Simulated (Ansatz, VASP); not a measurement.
## ZnS: VASP beside Ansatz

POSCAR

```
ZnS
1.0
   -3.8087369231      0.0000000000      0.0000000000
   -1.9043684615     -3.2984629317      0.0000000000
    0.0000000000      0.0000000000     12.3164651483
Zn S
4 4
Direct
    1.0000000000      1.0000000000      0.6642569179
    0.0000000000      0.0000000000      0.1581675084
    0.3333333333      0.3333333333      0.9172573140
    0.6666666667      0.6666666667      0.4111679045
    0.0000000000      1.0000000000      0.8536575911
    0.0000000000      0.0000000000      0.3475681816
    0.3333333333      0.3333333333      0.0948703531
    0.6666666667      0.6666666667      0.6009597626
```

The input INCAR.step1:

```
ALGO = Normal
EDIFF = 1E-4
ENCUT = 520
GGA = PE
ISMEAR = 0
LASPH = True
LCHARG = False
LREAL = False
LWAVE = True
NBANDS = 46
NELM = 100
PREC = Accurate
SIGMA = 0.05
```

The input INCAR.step2:

```
ALGO = Normal
EDIFF = 1E-6
ENCUT = 520
ISIF = 2
ISMEAR = 0
ISTART = 1
LASPH = True
LCHARG = False
LMIXTAU = True
LREAL = False
LWAVE = False
METAGGA = R2SCAN
NBANDS = 46
NELM = 100
PREC = Accurate
SIGMA = 0.05
```

File KPOINTS:

```
k-points
0
Gamma
  7 7 2
```

Input for Ansatz:

```yaml
crystal:
  lattice:
    - [-3.8087369231, 0.0, 0.0]
    - [-1.9043684615, -3.2984629317, 0.0]
    - [0.0, 0.0, 12.3164651483]
  atoms:
    - { symbol: Zn, position: [1.0, 1.0, 0.6642569179] }
    - { symbol: Zn, position: [0.0, 0.0, 0.1581675084] }
    - { symbol: Zn, position: [0.3333333333, 0.3333333333, 0.917257314] }
    - { symbol: Zn, position: [0.6666666667, 0.6666666667, 0.4111679045] }
    - { symbol: S, position: [0.0, 1.0, 0.8536575911] }
    - { symbol: S, position: [0.0, 0.0, 0.3475681816] }
    - { symbol: S, position: [0.3333333333, 0.3333333333, 0.0948703531] }
    - { symbol: S, position: [0.6666666667, 0.6666666667, 0.6009597626] }
basis:
  ecutwfc: 500
kpoints:
  mp_grid: { grid: [7, 7, 2] }
hamiltonian:
  xc: r2scan
scf:
  occupations: { method: gaussian, width: 0.05 }
output:
  forces: true
  stress: true
  eigenvalues: true
```

Alike in both runs: task single point; functional r2SCAN; k mesh 7 × 7 × 2; occupations gaussian, width 0.05 eV; no spin polarisation.

```csv
,VASP,Ansatz
version,VASP 6.6.1,Ansatz 0.2.0
potentials or method,"VASP PAW PBE potentials, release 64 (Zn, S), cutoff 520 eV","scalar-relativistic, plane waves, PAW"
valence electrons in the cell,72,72
```

Ansatz gave:

- gap on the k mesh at the Fermi level (eV): 2.78
- least direct gap on the mesh (eV): 2.78
- pressure (GPa): 1.2
- traceless stress, the component that is largest in VASP (GPa): 1.97
- rms of the force components (eV/Å): 0.354

Q: Estimate VASP's values.

A: gap on the k mesh at the Fermi level (eV): 2.79; least direct gap on the mesh (eV): 2.79; pressure (GPa): 1.2; traceless stress, the component that is largest in VASP (GPa): 2.00; rms of the force components (eV/Å): 0.360.

VASP's potentials were made for PBE, not for r2SCAN. Atom by atom the forces differ by 0.008 eV/Å (rms over components). With one functional, cell and mesh, what is left measures potentials, basis and numerics.
